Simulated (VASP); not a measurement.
A run of VASP 6.6.1:

The input INCAR:

```
  AGGAC = 1.0
  AGGAX = 1.0
  ALDAC = 0.0
  ALDAX = 1.0
  ALGO = Normal
  EDIFF = 1E-6
  EDIFFG = -0.01
  ENCUT = 520
  GGA = B5
  IBRION = 2
  ISIF = 2
  ISMEAR = 0
  LASPH = True
  LCHARG = False
  LREAL = False
  LWAVE = False
  NELM = 80
  NSW = 60
  PREC = Accurate
  SIGMA = 0.01
```

KPOINTS

```
k-points
0
Gamma
  8 8 8
```

File POSCAR:

```
MgO
1.0
    0.0000000000      2.0970013927      2.0970013927
    2.0970013927      0.0000000000      2.0970013927
    2.0970013927      2.0970013927      0.0000000000
Mg O
1 1
Direct
   -0.0076360000      0.0065980000      0.0021950000
    0.5016500000      0.4989290000      0.5017650000
```

Potentials or basis: VASP PAW PBE potentials, release 64 (Mg, O).

Launch:

```sh
$ cat potpaw_PBE.64/Mg/POTCAR potpaw_PBE.64/O/POTCAR > POTCAR
$ mpirun -np 1 vasp_std > vasp.out
```

Hardware: 1 thread of Intel(R) Xeon(R) 6975P-C (Granite Rapids) (shared host).

Question: How long does it take, and how much memory?

Answer: Wall time 28 s on 1 thread of Intel(R) Xeon(R) 6975P-C (Granite Rapids), on a shared host, peak memory 0.17 GiB. Counts: scf iterations 21, k points 260, ion steps 3.
